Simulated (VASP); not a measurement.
# BC4 in VASP: further runs

BC4 is run at these levels: PBE; tasks: single point.

Program: VASP 6.6.1. These are calculated values, not measurements. Logs are shortened: lines on timing, memory, paths and dates and some standing lists are left out, and cuts for length are marked.

## Step 1: The cell of the first run

The cell holds a sheet with vacuum, 5 atoms: a = 3.006 Å, b = 3.191 Å, c = 26.284 Å, α = 90.00°, β = 90.00°, γ = 90.00°.

## Step 2: Single point, PBE

Input file INCAR:

```
ALGO = Normal
DIPOL = 0.5 0.5 0.304
EDIFF = 1E-6
ENCUT = 520
GGA = PE
IDIPOL = 3
ISIF = 2
ISMEAR = 0
LASPH = T
LCHARG = F
LDIPOL = T
LREAL = F
LWAVE = F
NBANDS = 18
NELM = 100
PREC = Accurate
SIGMA = 0.1
```

Input file KPOINTS:

```
k-points
0
Gamma
  12 12 1
```

Input file POSCAR:

```
BC4
1.0
    3.0063215827      0.0000000000      0.0000000000
    0.0000000000      3.1907685855      0.0000000000
    0.0000000000      0.0000000000     26.2844102400
B C
1 4
Direct
    0.0000000000      0.5000000000      0.3043629257
    0.7480749287      0.0000000000      0.3332523846
    0.2519250713      0.0000000000      0.3332523846
    0.2519250713      0.0000000000      0.2754734667
    0.7480749287      0.0000000000      0.2754734667
```

Potentials or basis: VASP PAW PBE potentials, release 64 (B, C).

Command:

```
> cat potpaw_PBE.64/B/POTCAR potpaw_PBE.64/C/POTCAR > POTCAR
> mpirun -np 1 vasp_std > vasp.out
```

OUTCAR:

```text
EDIFF = 1E-6
   ENCUT = 520
   GGA = PE
   ISIF = 2
   ISMEAR = 0
   LASPH = T
   LREAL = F
   NELM = 100
   PREC = Accurate

 ion  position               nearest neighbor table
   1  0.000  0.500  0.304-   2 1.92   3 1.92   2 1.92   3 1.92   4 1.92   5 1.92   4 1.92   5 1.92

   2  0.748  0.000  0.333-   3 1.49   3 1.51   5 1.52   1 1.92   1 1.92
   3  0.252  0.000  0.333-   2 1.49   2 1.51   4 1.52   1 1.92   1 1.92
   4  0.252  0.000  0.275-   5 1.49   5 1.51   3 1.52   1 1.92   1 1.92
   5  0.748  0.000  0.275-   4 1.49   4 1.51   2 1.52   1 1.92   1 1.92

  LATTYP: Found a simple orthorhombic cell.
 ALAT       =     3.0063215827
 B/A-ratio  =     1.0613530515
 C/A-ratio  =     8.7430467822

  Lattice vectors:

 A1 = (   3.0063215827,   0.0000000000,   0.0000000000)
 A2 = (   0.0000000000,   3.1907685855,   0.0000000000)
 A3 = (   0.0000000000,   0.0000000000,  26.2844102400)

Analysis of symmetry for initial positions (statically):
=====================================================================
 Subroutine PRICEL returns:
 Original cell was already a primitive cell.

 Routine SETGRP: Setting up the symmetry group for a
 simple orthorhombic supercell.

 Subroutine GETGRP returns: Found  8 space group operations
 (whereof  4 operations were pure point group operations)
 out of a pool of  8 trial point group operations.

The static configuration has the point symmetry C_2v.
 The point group associated with its full space group is D_2h.

Analysis of symmetry for dynamics (positions and initial velocities):
=====================================================================
 Subroutine PRICEL returns:
 Original cell was already a primitive cell.

 Routine SETGRP: Setting up the symmetry group for a
 simple orthorhombic supercell.

 Subroutine GETGRP returns: Found  8 space group operations
 (whereof  4 operations were pure point group operations)
 out of a pool of  8 trial point group operations.

The dynamic configuration has the point symmetry C_2v.
 The point group associated with its full space group is D_2h.

 Subroutine INISYM returns: Found  8 space group operations
 (whereof  4 operations are pure point group operations),
 and found     1 'primitive' translations

----------------------------------------------------------------------------------------

                                     Primitive cell

  volume of cell :     252.1326

  direct lattice vectors                    reciprocal lattice vectors
     3.006321583  0.000000000  0.000000000     0.332632412  0.000000000  0.000000000
     0.000000000  3.190768585  0.000000000     0.000000000  0.313404114  0.000000000
     0.000000000  0.000000000 26.284410240     0.000000000  0.000000000  0.038045366

  length of vectors
     3.006321583  3.190768585 26.284410240     0.332632412  0.313404114  0.038045366

  position of ions in fractional coordinates (direct lattice)
     0.000000000  0.500000000  0.304362926
     0.748074929  0.000000000  0.333252385
     0.251925071  0.000000000  0.333252385
     0.251925071  0.000000000  0.275473467
     0.748074929  0.000000000  0.275473467

  ion indices of the primitive-cell ions
   primitive index   ion index
                 1           1
                 2           2
                 3           3
                 4           4
                 5           5

----------------------------------------------------------------------------------------

 KPOINTS: k-points

Automatic generation of k-mesh.
 Grid dimensions read from file:
 generate k-points for:   12   12    1

 Generating k-lattice:

  Cartesian coordinates                     Fractional coordinates (reciprocal lattice)
     0.027719368  0.000000000  0.000000000     0.083333333  0.000000000  0.000000000
     0.000000000  0.026117009  0.000000000     0.000000000  0.083333333  0.000000000
     0.000000000  0.000000000  0.038045366     0.000000000  0.000000000  1.000000000

  Length of vectors
     0.027719368  0.026117009  0.038045366

  Shift w.r.t. Gamma in fractional coordinates (k-lattice)
     0.000000000  0.000000000  0.000000000

 Subroutine IBZKPT returns following result:
 ===========================================

 Found     49 irreducible k-points:

 Following reciprocal coordinates:
            Coordinates               Weight
  0.000000  0.000000  0.000000      1.000000
  0.083333  0.000000  0.000000      2.000000
  0.166667  0.000000  0.000000      2.000000
  0.250000  0.000000  0.000000      2.000000
  0.333333  0.000000  0.000000      2.000000
  0.416667  0.000000  0.000000      2.000000
[... 16 lines left out ...]
  0.083333  0.250000  0.000000      4.000000
  0.166667  0.250000  0.000000      4.000000
 [... further k-points ...]
   k-points           NKPTS =     49   k-points in BZ     NKDIM =     49   number of bands    NBANDS=     18
   number of dos      NEDOS =    301   number of ions     NIONS =      5
   total plane-waves  NPLWV = 112896
   dimension x,y,z NGX =    24 NGY =   24 NGZ =  196
   dimension x,y,z NGXF=    48 NGYF=   48 NGZF=  392
   ions per type =               1   4
   NGX,Y,Z   is equivalent  to a cutoff of  13.27, 12.50, 12.40 a.u.
   NGXF,Y,Z  is equivalent  to a cutoff of  26.54, 25.01, 24.79 a.u.
 SYSTEM =  unknown system
   PREC   = accura    normal or accurate (medium, high low for compatibility)
   ISTART =      0    job   : 0-new  1-cont  2-samecut
   ICHARG =      2    charge: 1-file 2-atom 10-const
   ISPIN  =      1    spin polarized calculation?
   LNONCOLLINEAR =      F non collinear calculations
   LSORBIT =      F    spin-orbit coupling
   LASPH  =      T    aspherical Exc in radial PAW
   ENCUT  =  520.0 eV  38.22 Ry    6.18 a.u.   5.59  5.93 48.87*2*pi/ulx,y,z
   NELM   =    100;   NELMIN=  2; NELMDL= -5     # of ELM steps
   EDIFF  = 0.1E-05   stopping-criterion for ELM
   LREAL  =      F    real-space projection
   EDIFFG = 0.1E-04   stopping-criterion for IOM
   NSW    =      0    number of steps for IOM
   IBRION =     -1    ionic relax: 0-MD 1-quasi-New 2-CG
   NFREE  =      0    steps in history (QN), initial steepest desc. (CG)
   ISIF   =      2    stress and relaxation
   ISYM   =      2    0-nonsym 1-usesym 2-fastsym
   POTIM  = 0.5000    time-step for ionic-motion
   TEBEG  =    0.0;   TEEND  =   0.0 temperature during run
   PSTRESS=    0.0 pullay stress
   NELECT =      19.0000    total number of electrons
   NUPDOWN=      -1.0000    fix difference up-down
   EMIN   =  10.00;   EMAX   =-10.00  energy-range for DOS
   EFERMI =   0.00;   METHOD = LEGACY
   ISMEAR =     0;   SIGMA  =   0.10  broadening in eV -4-tet -1-fermi 0-gaus
   EFERMI_NEDOS =   21; number of points for ismear=-14 and -15
   IALGO  =     38    algorithm
   IMIX   =      4    mixing-type and parameters
     AMIX     =   0.40;   BMIX     =  1.00
     AMIX_MAG =   1.60;   BMIX_MAG =  1.00
  volume/ion in A,a.u.               =      50.43       340.29
  Fermi-wavevector in a.u.,A,eV,Ry     =   0.691485  1.306718  6.505654  0.478152
  Thomas-Fermi vector in A             =   1.773150
   LORBIT       =      0    0 simple, 1 ext, 2 COOP (PROOUT), +10 PAW based schemes
   GGA     = PE    functional components
   LHFCALC =     F    Hartree Fock is set to
   AEXX    =    0.0000 exact exchange contribution
   IVDW    =     0    specifies the selected vdW correction
   LEPSILON=     F    determine dielectric tensor
   LRPA    =     F    only Hartree local field effects (RPA)
 non-spin polarized calculation
 Gauss-broadening in eV      SIGMA  =   0.10
  energy-cutoff  :      520.00
  volume of cell :      252.13
 maximum number of plane-waves:      6864
 NGX is ok and might be reduce to    24
   NGX = 11   NGY = 11   NGZ = 97

 dipolmoment           0.000000      0.000000     -0.000034 electrons x Angstroem

 number of electron      19.0000001 magnetization

 dipolmoment           0.000000      0.000000      0.000001 electrons x Angstroem

 Free energy of the ion-electron system (eV)
  ---------------------------------------------------
  ext. energy  EPLUGINS =         0.00000000
  ---------------------------------------------------
  free energy    TOTEN  =       -32.69281009 eV

  energy without entropy =      -32.68464632  energy(sigma->0) =      -32.68872820

 E-fermi :  -1.0737     XC(G=0):  -2.1469

 val. band max:       -1.0950621409   @ k =   0.5000   0.1667   0.0000
 cond. band min:      -1.0714053508   @ k =   0.5000   0.0000   0.0000
 fundamental gap:      0.0236567901
 Fermi energy:        -1.0736837017

 k-point     1 :       0.0000    0.0000    0.0000
  band No.  band energies     occupation
      1     -23.7275      2.00000
      2     -16.0466      2.00000
      3     -13.7236      2.00000
      4     -11.1936      2.00000
      5     -10.0890      2.00000
      6      -9.2673      2.00000
[... 10 lines left out ...]
     17       1.8910      0.00000
     18       2.6679      0.00000

 k-point     2 :       0.0833    0.0000    0.0000
  band No.  band energies     occupation
      1     -23.6426      2.00000
      2     -15.9715      2.00000
      3     -14.3338      2.00000
      4     -11.0989      2.00000
      5      -9.9925      2.00000
      6      -9.2663      2.00000
[... 10 lines left out ...]
     17       2.0010      0.00000
     18       2.7818      0.00000

 k-point     3 :       0.1667    0.0000    0.0000
  band No.  band energies     occupation
      1     -23.3887      2.00000
      2     -15.7478      2.00000
      3     -15.5864      2.00000
      4     -10.8187      2.00000
      5      -9.8785      2.00000
      6      -9.7021      2.00000
[... 412 lines left out ...]
 k-point    23 :       0.0833    0.2500    0.0000
  band No.  band energies     occupation
      1     -23.3996      2.00000
      2     -15.6061      2.00000
      3     -14.2394      2.00000
      4     -12.9922      2.00000
      5      -9.7303      2.00000
      6      -9.1596      2.00000
[... 10 lines left out ...]
     17       3.3841      0.00000
     18       3.5986      0.00000

 k-point    24 :       0.1667    0.2500    0.0000
  band No.  band energies     occupation
      1     -23.1480      2.00000
      2     -15.4350      2.00000
      3     -15.3872      2.00000
      4     -12.7104      2.00000
      5      -9.7389      2.00000
      6      -9.4488      2.00000
[... 10 lines left out ...]
     17       3.1942      0.00000
     18       3.8967      0.00000

 [... further k-points ...]

------------------------ aborting loop because EDIFF is reached ----------------------------------------

 vacuum level on the upper side and lower side of the slab       (xc-potential included)        -0.007        -0.007

  FORCE on cell =-STRESS in cart. coord.  units (eV):
  Direction    XX          YY          ZZ          XY          YZ          ZX
  --------------------------------------------------------------------------------------
  -------------------------------------------------------------------------------------
  Total        0.0469501      0.0073842      0.2550688      0.0000000      0.0000000      0.0000000
  in kB        0.2983443      0.0469232      1.6208358      0.0000000      0.0000000      0.0000000
  external PRESSURE =       0.6553678 kB  Pullay stress =       0.0000000 kB

 VOLUME and BASIS-vectors are now :
 -----------------------------------------------------------------------------
  energy-cutoff  :      520.00
  volume of cell :      252.13
      direct lattice vectors                 reciprocal lattice vectors
     3.006321583  0.000000000  0.000000000     0.332632412  0.000000000  0.000000000
     0.000000000  3.190768585  0.000000000     0.000000000  0.313404114  0.000000000
     0.000000000  0.000000000 26.284410240     0.000000000  0.000000000  0.038045366

 POSITION                                       TOTAL-FORCE (eV/Angst)
 -----------------------------------------------------------------------------------
      0.00000      1.59538      8.00000         0.000000      0.000000      0.000000
      2.24895      0.00000      8.75934        -0.101181      0.000000      0.095513
      0.75737      0.00000      8.75934         0.101181      0.000000      0.095513
      0.75737      0.00000      7.24066         0.101181      0.000000     -0.095513
      2.24895      0.00000      7.24066        -0.101181     -0.000000     -0.095513
 -----------------------------------------------------------------------------------
    total drift:                                0.000000     -0.000000      0.000008

  FREE ENERGIE OF THE ION-ELECTRON SYSTEM (eV)
  ---------------------------------------------------
  free  energy   TOTEN  =       -32.6928100850 eV

  energy  without entropy=      -32.6846463222  energy(sigma->0) =      -32.68872820

 vacuum level on the upper side and lower side of the slab         1.541         1.541
```

It took 5.7 min on 1 thread of AMD EPYC 7R43 (Zen 3), shared host; peak memory 0.38 GiB.

Results:

| Item | Value |
| --- | --- |
| Free energy | -32.6928 eV |
| Largest force | 0.139 eV/Å |

Forces in eV/Å, atoms in the order of the input:
```
B    0.000  0.000  0.000
C   -0.101  0.000  0.096
C    0.101  0.000  0.096
C    0.101  0.000 -0.096
C   -0.101  0.000 -0.096
```

## Step 3: Single point, PBE

Input file INCAR:

```
SYSTEM = BC4
PREC = Accurate
ENCUT = 520
EDIFF = 1E-6
ISMEAR = 0
SIGMA = 0.1
LREAL = .FALSE.
LASPH = .TRUE.
NELM = 100
ALGO = Normal
ISIF = 2
LWAVE = .FALSE.
LCHARG = .TRUE.
LDIPOL = .TRUE.
IDIPOL = 3
DIPOL = 0.5 0.5 0.304
GGA = PE
LELF = .TRUE.
LVHAR = .TRUE.
LVACPOTAV = .TRUE.
NBANDS = 18
```

Input file KPOINTS:

```
Automatic mesh
0
G
  14 10 1
  0 0 0
```

POSCAR is that of step 2.

Potentials or basis: VASP PAW PBE potentials, release 64 (B, C).

Command:

```
> cat potpaw_PBE.64/B/POTCAR potpaw_PBE.64/C/POTCAR > POTCAR
> mpirun -np 1 vasp_std > vasp.out
```

OUTCAR:

```text
SYSTEM = BC4
   PREC = Accurate
   ENCUT = 520
   EDIFF = 1E-6
   ISMEAR = 0
   LREAL = .FALSE.
   LASPH = .TRUE.
   NELM = 100
   ISIF = 2
   GGA = PE

 ion  position               nearest neighbor table
   1  0.000  0.500  0.304-   2 1.92   3 1.92   2 1.92   3 1.92   4 1.92   5 1.92   4 1.92   5 1.92

   2  0.748  0.000  0.333-   3 1.49   3 1.51   5 1.52   1 1.92   1 1.92
   3  0.252  0.000  0.333-   2 1.49   2 1.51   4 1.52   1 1.92   1 1.92
   4  0.252  0.000  0.275-   5 1.49   5 1.51   3 1.52   1 1.92   1 1.92
   5  0.748  0.000  0.275-   4 1.49   4 1.51   2 1.52   1 1.92   1 1.92

[... 716 lines left out ...]
  -------------------------------------------------------------------------------------
  Total        0.1524620      0.0052409      0.1777870      0.0000000      0.0000000      0.0000000
  in kB        0.9688201      0.0333036      1.1297478      0.0000000      0.0000000      0.0000000
  external PRESSURE =       0.7106239 kB  Pullay stress =       0.0000000 kB

 VOLUME and BASIS-vectors are now :
 -----------------------------------------------------------------------------
  energy-cutoff  :      520.00
  volume of cell :      252.13
      direct lattice vectors                 reciprocal lattice vectors
     3.006321583  0.000000000  0.000000000     0.332632412  0.000000000  0.000000000
     0.000000000  3.190768585  0.000000000     0.000000000  0.313404114  0.000000000
     0.000000000  0.000000000 26.284410240     0.000000000  0.000000000  0.038045366

 POSITION                                       TOTAL-FORCE (eV/Angst)
 -----------------------------------------------------------------------------------
      0.00000      1.59538      8.00000        -0.000000      0.000000     -0.000000
      2.24895      0.00000      8.75934        -0.005856      0.000000      0.070073
      0.75737      0.00000      8.75934         0.005856      0.000000      0.070073
      0.75737      0.00000      7.24066         0.005856      0.000000     -0.070073
      2.24895      0.00000      7.24066        -0.005856      0.000000     -0.070073
 -----------------------------------------------------------------------------------
    total drift:                                0.000000     -0.000000      0.000000

  FREE ENERGIE OF THE ION-ELECTRON SYSTEM (eV)
  ---------------------------------------------------
  free  energy   TOTEN  =       -32.6930007381 eV

  energy  without entropy=      -32.6913823178  energy(sigma->0) =      -32.69219153

 vacuum level on the upper side and lower side of the slab         1.548         1.548
```

stdout:

```text
POSCAR found type information on POSCAR B C
 POSCAR found :  2 types and       5 ions
 scaLAPACK will be used
 LDA part: xc-table for (Slater+PW92), standard interpolation
 POSCAR, INCAR and KPOINTS ok, starting setup
 FFT: planning ... GRIDC
 FFT: planning ... GRID_SOFT
 FFT: planning ... GRID
 WAVECAR not read
 entering main loop
 -----------------------------------------------------------------------------
|                                                                             |
|           W    W    AA    RRRRR   N    N  II  N    N   GGGG   !!!           |
|           W    W   A  A   R    R  NN   N  II  NN   N  G    G  !!!           |
|           W    W  A    A  R    R  N N  N  II  N N  N  G       !!!           |
|           W WW W  AAAAAA  RRRRR   N  N N  II  N  N N  G  GGG   !            |
|           WW  WW  A    A  R   R   N   NN  II  N   NN  G    G                |
|           W    W  A    A  R    R  N    N  II  N    N   GGGG   !!!           |
|                                                                             |
|     Did not find any points to average over, which means that no vacuum     |
|     field-free region was found. Please increase the size of  your cell     |
|     in the dimension of the dipole correction to obtain accurate            |
|     workfunction values.                                                    |
|                                                                             |
 -----------------------------------------------------------------------------
```

Wall time 6.6 min (1 thread of AMD EPYC 7R43 (Zen 3), shared host); peak memory 0.37 GiB.

Results:

```yaml
Free_energy: -32.6930 eV
Largest_force: 0.070 eV/Å
```

Forces in eV/Å, atoms in the order of the input:
```
B    0.000  0.000  0.000
C   -0.006  0.000  0.070
C    0.006  0.000  0.070
C    0.006  0.000 -0.070
C   -0.006  0.000 -0.070
```

## Step 4: Single point, PBE

This run uses another cell than the first one, of 66.12 Å³/atom, 1.311 times its volume.

Input file INCAR:

```
SYSTEM = BC4
  ALGO = Normal
  DIPOL = 0.5 0.5 0.304
  EDIFF = 1E-6
  ENCUT = 520
  GGA = PE
  IDIPOL = 3
  ISIF = 2
  ISMEAR = 0
  LASPH = .TRUE.
  LCHARG = .FALSE.
  LDIPOL = .TRUE.
  LREAL = .FALSE.
  LWAVE = .FALSE.
  NBANDS = 18
  NELM = 100
  PREC = Accurate
  SIGMA = 0.1
```

Input file KPOINTS:

```
k-points
0
G
  14 10 1
  0 0 0
```

Input file POSCAR:

```
BC4
1.0
    2.8975320543      0.0000000000      0.0000000000
    0.0000000000      4.3407005323      0.0000000000
    0.0000000000      0.0000000000     26.2844102400
B C
1 4
Direct
    0.0000000000      0.5000000000      0.3043629257
    0.7518030940      0.0000000000      0.3331168992
    0.2481969060      0.0000000000      0.3331168992
    0.2481969060      0.0000000000      0.2756089521
    0.7518030940      0.0000000000      0.2756089521
```

Command:

```
> cat potpaw_PBE.64/B/POTCAR potpaw_PBE.64/C/POTCAR > POTCAR
> mpirun -np 1 vasp_std > vasp.out
```

It took 9.4 min on 1 thread of AMD EPYC 7R43 (Zen 3), shared host; peak memory 0.47 GiB.

Results (log left out):

| Item | Value |
| --- | --- |
| Free energy | -32.1496 eV |
| Largest force | 0.243 eV/Å |

Forces in eV/Å, atoms in the order of the input:
```
B    0.000  0.000  0.000
C   -0.241  0.000 -0.028
C    0.241  0.000 -0.028
C    0.241  0.000  0.028
C   -0.241  0.000  0.028
```

Levels at points of the mesh, in eV from the Fermi level:
| k point | band 6 | band 7 | band 8 | band 9 | band 10 | band 11 | band 12 | band 13 |
| --- | --- | --- | --- | --- | --- | --- | --- | --- |
| (0.00, 0.00, 0.00) | -6.69 | -5.22 | -4.22 | -2.69 | 0.78 | 3.08 | 3.84 | 4.19 |
| (0.50, 0.00, 0.00) | -4.22 | -3.97 | -3.59 | -3.06 | -0.74 | 0.98 | 1.51 | 2.20 |
| (0.00, 0.50, 0.00) | -6.68 | -4.10 | -3.96 | -1.42 | 1.74 | 2.44 | 3.23 | 3.88 |
| (0.50, 0.50, 0.00) | -5.01 | -4.16 | -3.94 | -0.90 | 0.98 | 1.48 | 2.25 | 2.67 |

## Step 5: Overview

| cell | k mesh | gap on the mesh (eV) | largest force (eV/Å) |
| --- | --- | --- | --- |
| a = 3.006, b = 3.191, c = 26.284 Å, 5 atoms | 12 × 12 × 1 | none | 0.14 |
| a = 3.006, b = 3.191, c = 26.284 Å, 5 atoms | 14 × 10 × 1 | none | 0.07 |
| a = 2.898, b = 4.341, c = 26.284 Å, 5 atoms | 14 × 10 × 1 | none | 0.24 |

Alike in all rows: task single point; level PBE; potentials or basis VASP PAW PBE potentials, release 64 (B, C); no spin polarisation; cutoff (eV) 520; smearing gaussian 0.1 eV.

Total energies depend on the potentials used, so only differences within one code and one set of settings carry meaning.
